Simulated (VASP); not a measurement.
# MgS (x) (Fm-3m) in VASP: further runs

MgS (x) is run at these levels: PBEsol; tasks: single point.

Program: VASP 6.6.1. These are calculated values, not measurements. Logs are shortened: lines on timing, memory, paths and dates and some standing lists are left out, and cuts for length are marked.

## Step 1: The cell of the first run

Symmetry: Fm-3m, No. 225, cubic system. Conventional cell: a = 5.200 Å, b = 5.200 Å, c = 5.200 Å, α = 90.00°, β = 90.00°, γ = 90.00°. Mg (site symmetry m-3m) has 6 S at 2.60 Å within 3.4 Å. Within 3.4 Å of S (site symmetry m-3m) lie 6 Mg at 2.60 Å.

## Step 2: Single point, PBEsol

Contents of INCAR:

```
PREC = Accurate
ENCUT = 520
EDIFF = 1E-6
ISMEAR = 0
SIGMA = 0.01
LREAL = False
LASPH = True
NELM = 80
ALGO = Normal
ISIF = 2
LWAVE = False
LCHARG = False
GGA = PS
NBANDS = 11
```

Contents of KPOINTS:

```
Automatic mesh
0
Gamma
  6 6 6
```

Contents of POSCAR:

```
MgS
1.0
    0.0000000000      2.6000000000      2.6000000000
    2.6000000000      0.0000000000      2.6000000000
    2.6000000000      2.6000000000      0.0000000000
Mg S
1 1
Direct
    0.0000000000      0.0000000000      0.0000000000
    0.5000000000      0.5000000000      0.5000000000
```

Potentials or basis: VASP PAW PBE potentials, release 64 (Mg, S).

Launch:

```sh
$ cat potpaw_PBE.64/Mg/POTCAR potpaw_PBE.64/S/POTCAR > POTCAR
$ mpirun -np 1 vasp_std > vasp.out
```

OUTCAR:

```text
PREC = Accurate
   ENCUT = 520
   EDIFF = 1E-6
   ISMEAR = 0
   LREAL = False
   LASPH = True
   NELM = 80
   ISIF = 2
   GGA = PS

 ion  position               nearest neighbor table
   1  0.000  0.000  0.000-   2 2.60   2 2.60   2 2.60   2 2.60   2 2.60   2 2.60
   2  0.500  0.500  0.500-   1 2.60   1 2.60   1 2.60   1 2.60   1 2.60   1 2.60

  LATTYP: Found a face centered cubic cell.
 ALAT       =     5.2000000000

  Lattice vectors:

 A1 = (   0.0000000000,   2.6000000000,   2.6000000000)
 A2 = (   2.6000000000,   0.0000000000,   2.6000000000)
 A3 = (   2.6000000000,   2.6000000000,   0.0000000000)

Analysis of symmetry for initial positions (statically):
=====================================================================
 Subroutine PRICEL returns:
 Original cell was already a primitive cell.

 Routine SETGRP: Setting up the symmetry group for a
 face centered cubic supercell.

 Subroutine GETGRP returns: Found 48 space group operations
 (whereof 48 operations were pure point group operations)
 out of a pool of 48 trial point group operations.

The static configuration has the point symmetry O_h .

Analysis of symmetry for dynamics (positions and initial velocities):
=====================================================================
 Subroutine PRICEL returns:
 Original cell was already a primitive cell.

 Routine SETGRP: Setting up the symmetry group for a
 face centered cubic supercell.

 Subroutine GETGRP returns: Found 48 space group operations
 (whereof 48 operations were pure point group operations)
 out of a pool of 48 trial point group operations.

The dynamic configuration has the point symmetry O_h .

 Subroutine INISYM returns: Found 48 space group operations
 (whereof 48 operations are pure point group operations),
 and found     1 'primitive' translations

----------------------------------------------------------------------------------------

                                     Primitive cell

  volume of cell :      35.1520

  direct lattice vectors                    reciprocal lattice vectors
     0.000000000  2.600000000  2.600000000    -0.192307692  0.192307692  0.192307692
     2.600000000  0.000000000  2.600000000     0.192307692 -0.192307692  0.192307692
     2.600000000  2.600000000  0.000000000     0.192307692  0.192307692 -0.192307692

  length of vectors
     3.676955262  3.676955262  3.676955262     0.333086694  0.333086694  0.333086694

  position of ions in fractional coordinates (direct lattice)
     0.000000000  0.000000000  0.000000000
     0.500000000  0.500000000  0.500000000

  ion indices of the primitive-cell ions
   primitive index   ion index
                 1           1
                 2           2

----------------------------------------------------------------------------------------

 KPOINTS: Automatic mesh

Automatic generation of k-mesh.
 Grid dimensions read from file:
 generate k-points for:    6    6    6

 Generating k-lattice:

  Cartesian coordinates                     Fractional coordinates (reciprocal lattice)
    -0.032051282  0.032051282  0.032051282     0.166666667  0.000000000  0.000000000
     0.032051282 -0.032051282  0.032051282     0.000000000  0.166666667  0.000000000
     0.032051282  0.032051282 -0.032051282     0.000000000  0.000000000  0.166666667

  Length of vectors
     0.055514449  0.055514449  0.055514449

  Shift w.r.t. Gamma in fractional coordinates (k-lattice)
     0.000000000  0.000000000  0.000000000

 Subroutine IBZKPT returns following result:
 ===========================================

 Found     16 irreducible k-points:

 Following reciprocal coordinates:
            Coordinates               Weight
  0.000000  0.000000  0.000000      1.000000
  0.166667  0.000000  0.000000      8.000000
  0.333333  0.000000  0.000000      8.000000
  0.500000  0.000000  0.000000      4.000000
  0.166667  0.166667  0.000000      6.000000
  0.333333  0.166667  0.000000     24.000000
[... 8 lines left out ...]
 -0.333333  0.333333  0.166667     24.000000
 -0.333333  0.500000  0.166667     12.000000
   k-points           NKPTS =     16   k-points in BZ     NKDIM =     16   number of bands    NBANDS=     11
   number of dos      NEDOS =    301   number of ions     NIONS =      2
   total plane-waves  NPLWV =  21952
   dimension x,y,z NGX =    28 NGY =   28 NGZ =   28
   dimension x,y,z NGXF=    56 NGYF=   56 NGZF=   56
   ions per type =               1   1
   NGX,Y,Z   is equivalent  to a cutoff of  12.66, 12.66, 12.66 a.u.
   NGXF,Y,Z  is equivalent  to a cutoff of  25.32, 25.32, 25.32 a.u.
 SYSTEM =  unknown system
   PREC   = accura    normal or accurate (medium, high low for compatibility)
   ISTART =      0    job   : 0-new  1-cont  2-samecut
   ICHARG =      2    charge: 1-file 2-atom 10-const
   ISPIN  =      1    spin polarized calculation?
   LNONCOLLINEAR =      F non collinear calculations
   LSORBIT =      F    spin-orbit coupling
   LASPH  =      T    aspherical Exc in radial PAW
   ENCUT  =  520.0 eV  38.22 Ry    6.18 a.u.   6.84  6.84  6.84*2*pi/ulx,y,z
   NELM   =     80;   NELMIN=  2; NELMDL= -5     # of ELM steps
   EDIFF  = 0.1E-05   stopping-criterion for ELM
   LREAL  =      F    real-space projection
   EDIFFG = 0.1E-04   stopping-criterion for IOM
   NSW    =      0    number of steps for IOM
   IBRION =     -1    ionic relax: 0-MD 1-quasi-New 2-CG
   NFREE  =      0    steps in history (QN), initial steepest desc. (CG)
   ISIF   =      2    stress and relaxation
   ISYM   =      2    0-nonsym 1-usesym 2-fastsym
   POTIM  = 0.5000    time-step for ionic-motion
   TEBEG  =    0.0;   TEEND  =   0.0 temperature during run
   PSTRESS=    0.0 pullay stress
   NELECT =       8.0000    total number of electrons
   NUPDOWN=      -1.0000    fix difference up-down
   EMIN   =  10.00;   EMAX   =-10.00  energy-range for DOS
   EFERMI =   0.00;   METHOD = LEGACY
   ISMEAR =     0;   SIGMA  =   0.01  broadening in eV -4-tet -1-fermi 0-gaus
   EFERMI_NEDOS =   21; number of points for ismear=-14 and -15
   IALGO  =     38    algorithm
   IMIX   =      4    mixing-type and parameters
     AMIX     =   0.40;   BMIX     =  1.00
     AMIX_MAG =   1.60;   BMIX_MAG =  1.00
  volume/ion in A,a.u.               =      17.58       118.61
  Fermi-wavevector in a.u.,A,eV,Ry     =   0.999512  1.888804 13.592558  0.999025
  Thomas-Fermi vector in A             =   2.131807
   LORBIT       =      0    0 simple, 1 ext, 2 COOP (PROOUT), +10 PAW based schemes
   GGA     = PS    functional components
   LHFCALC =     F    Hartree Fock is set to
   AEXX    =    0.0000 exact exchange contribution
   IVDW    =     0    specifies the selected vdW correction
   LEPSILON=     F    determine dielectric tensor
   LRPA    =     F    only Hartree local field effects (RPA)
 non-spin polarized calculation
 Gauss-broadening in eV      SIGMA  =   0.01
  energy-cutoff  :      520.00
  volume of cell :       35.15
 maximum number of plane-waves:       960
   NGX = 13   NGY = 13   NGZ = 13

 number of electron       8.0000000 magnetization

 Free energy of the ion-electron system (eV)
  ---------------------------------------------------
  ext. energy  EPLUGINS =         0.00000000
  ---------------------------------------------------
  free energy    TOTEN  =        -9.07080139 eV

  energy without entropy =       -9.07080139  energy(sigma->0) =       -9.07080139

 E-fermi :   3.8304     XC(G=0):  -9.8439

 val. band max:        3.6951515194   @ k =   0.0000   0.0000   0.0000
 cond. band min:       6.4007146867   @ k =   0.5000   0.5000   0.0000
 fundamental gap:      2.7055631673
 Fermi energy:         3.8304320818

 k-point     1 :       0.0000    0.0000    0.0000
  band No.  band energies     occupation
      1      -8.9992      2.00000
      2       3.6952      2.00000
      3       3.6952      2.00000
      4       3.6952      2.00000
      5       7.3017      0.00000
      6      11.5461      0.00000
      7      11.5461      0.00000
      8      11.5461      0.00000
      9      14.0069      0.00000
     10      14.0069      0.00000
     11      15.9934      0.00000

 k-point     2 :       0.1667    0.0000    0.0000
  band No.  band energies     occupation
      1      -8.7316      2.00000
      2       2.0341      2.00000
      3       3.5225      2.00000
      4       3.5225      2.00000
      5       8.4023      0.00000
      6      11.2446      0.00000
      7      11.8195      0.00000
      8      11.8195      0.00000
      9      13.2798      0.00000
     10      13.2798      0.00000
     11      16.0136      0.00000

 k-point     3 :       0.3333    0.0000    0.0000
  band No.  band energies     occupation
      1      -8.0838      2.00000
      2      -0.2063      2.00000
      3       3.2246      2.00000
      4       3.2246      2.00000
      5       8.3394      0.00000
      6      10.9543      0.00000
      7      10.9543      0.00000
      8      12.9899      0.00000
      9      15.1113      0.00000
     10      15.1415      0.00000
     11      15.1415      0.00000

 k-point     4 :       0.5000    0.0000    0.0000
  band No.  band energies     occupation
      1      -7.6680      2.00000
      2      -1.2108      2.00000
      3       3.0937      2.00000
      4       3.0937      2.00000
      5       8.0970      0.00000
      6      10.5214      0.00000
      7      10.5214      0.00000
      8      13.7809      0.00000
      9      15.6774      0.00000
     10      18.0933      0.00000
     11      18.0933      0.00000
[... 127 lines left out ...]
 k-point    14 :       0.5000    0.3333    0.1667
  band No.  band energies     occupation
      1      -7.6413      2.00000
      2      -0.0525      2.00000
      3       1.4552      2.00000
      4       2.4358      2.00000
      5       8.9283      0.00000
      6      10.1916      0.00000
      7      10.9070      0.00000
      8      13.4743      0.00000
      9      15.1709      0.00000
     10      18.4206      0.00000
     11      18.9933      0.00000

 k-point    15 :      -0.3333    0.3333    0.1667
  band No.  band energies     occupation
      1      -7.3585      2.00000
      2      -0.2974      2.00000
      3       0.9251      2.00000
      4       2.0769      2.00000
      5       8.9676      0.00000
      6      10.3026      0.00000
      7      12.2870      0.00000
      8      12.5480      0.00000
      9      15.8321      0.00000
     10      17.5126      0.00000
     11      19.3946      0.00000

 k-point    16 :      -0.3333    0.5000    0.1667
  band No.  band energies     occupation
      1      -7.2535      2.00000
      2      -0.1288      2.00000
      3       1.0611      2.00000
      4       1.4417      2.00000
      5       8.0547      0.00000
      6       9.7883      0.00000
      7      12.7866      0.00000
      8      13.3953      0.00000
      9      17.4011      0.00000
     10      18.6461      0.00000
     11      19.1172      0.00000

------------------------ aborting loop because EDIFF is reached ----------------------------------------

  FORCE on cell =-STRESS in cart. coord.  units (eV):
  Direction    XX          YY          ZZ          XY          YZ          ZX
  --------------------------------------------------------------------------------------
  -------------------------------------------------------------------------------------
  Total       -0.2160542     -0.2160542     -0.2160542      0.0000000      0.0000000     -0.0000000
  in kB       -9.8474371     -9.8474371     -9.8474371      0.0000000      0.0000000     -0.0000000
  external PRESSURE =      -9.8474371 kB  Pullay stress =       0.0000000 kB

 VOLUME and BASIS-vectors are now :
 -----------------------------------------------------------------------------
  energy-cutoff  :      520.00
  volume of cell :       35.15
      direct lattice vectors                 reciprocal lattice vectors
     0.000000000  2.600000000  2.600000000    -0.192307692  0.192307692  0.192307692
     2.600000000  0.000000000  2.600000000     0.192307692 -0.192307692  0.192307692
     2.600000000  2.600000000  0.000000000     0.192307692  0.192307692 -0.192307692

 POSITION                                       TOTAL-FORCE (eV/Angst)
 -----------------------------------------------------------------------------------
      0.00000      0.00000      0.00000        -0.000000      0.000000      0.000000
      2.60000      2.60000      2.60000         0.000000     -0.000000     -0.000000
 -----------------------------------------------------------------------------------
    total drift:                                0.000000      0.000000      0.000000

  FREE ENERGIE OF THE ION-ELECTRON SYSTEM (eV)
  ---------------------------------------------------
  free  energy   TOTEN  =        -9.0708013855 eV

  energy  without entropy=       -9.0708013855  energy(sigma->0) =       -9.07080139
```

Wall time 4 s (1 thread of Intel Xeon 6975P-C, shared host); peak memory 0.15 GiB.

What came out:

```
Free energy            : -9.0708 eV
Pressure               : -1.0 GPa
Band gap on the k mesh : 2.71 eV, indirect (least direct gap 3.61 eV)
```

Levels at points of the mesh, in eV from the valence-band top:
```tsv
k point	band 2	band 3	band 4	band 5	band 6	band 7
(0.00, 0.00, 0.00)	0.00	0.00	0.00	3.61	7.85	7.85
(0.50, 0.00, 0.00)	-4.91	-0.60	-0.60	4.40	6.83	6.83
(0.50, 0.50, 0.00)	-4.27	-1.71	-1.71	2.71	4.24	11.89
```

Caveat: the PAW data sets were made with another functional, which shifts forces and pressure a little. A k mesh can miss the band edges.

## Step 3: Single point, PBEsol

Contents of INCAR:

```
SYSTEM = MgS
PREC     = Accurate       ! precision mode
ENCUT    = 520            ! plane-wave cutoff, eV
EDIFF    = 1E-6           ! SCF threshold, eV
ISMEAR   = 0              ! smearing method
SIGMA    = 0.01           ! smearing width, eV
LREAL    = .False.        ! projectors in reciprocal space
LASPH    = .True.         ! aspherical terms in the spheres
NELM     = 60             ! most SCF steps
ALGO     = Normal         ! electronic algorithm
ISIF     = 2              ! what is computed and relaxed
LWAVE    = .False.        ! write WAVECAR
LCHARG   = .False.        ! write CHGCAR
GGA      = PS             ! functional
NBANDS   = 11             ! bands
```

Contents of KPOINTS:

```
regular mesh
0
Gamma
  6 6 6
  0 0 0
```

POSCAR is that of step 2.

Potentials or basis: VASP PAW PBE potentials, release 64 (Mg, S).

Launch:

```sh
$ cat potpaw_PBE.64/Mg/POTCAR potpaw_PBE.64/S/POTCAR > POTCAR
$ mpirun -np 1 vasp_std > vasp.out
```

It took 4.5 s on 1 thread of Intel Xeon 6975P-C, shared host; peak memory 0.15 GiB.

It converged, with:

```yaml
Free_energy: -9.0708 eV
Pressure: -1.0 GPa
Band_gap_on_the_k_mesh: 2.71 eV, indirect (least direct gap 3.61 eV)
```

Levels at points of the mesh, in eV from the valence-band top:
| k point | band 1 | band 2 | band 3 | band 4 | band 5 | band 6 | band 7 | band 8 |
| --- | --- | --- | --- | --- | --- | --- | --- | --- |
| (0.00, 0.00, 0.00) | -12.69 | 0.00 | 0.00 | 0.00 | 3.61 | 7.85 | 7.85 | 7.85 |
| (0.50, 0.00, 0.00) | -11.36 | -4.91 | -0.60 | -0.60 | 4.40 | 6.83 | 6.83 | 10.09 |
| (0.50, 0.50, 0.00) | -10.98 | -4.27 | -1.71 | -1.71 | 2.71 | 4.24 | 11.89 | 12.82 |

Caveat: the PAW data sets were made with another functional, which shifts forces and pressure a little. As with any semilocal functional, this PBEsol gap is likely too small.
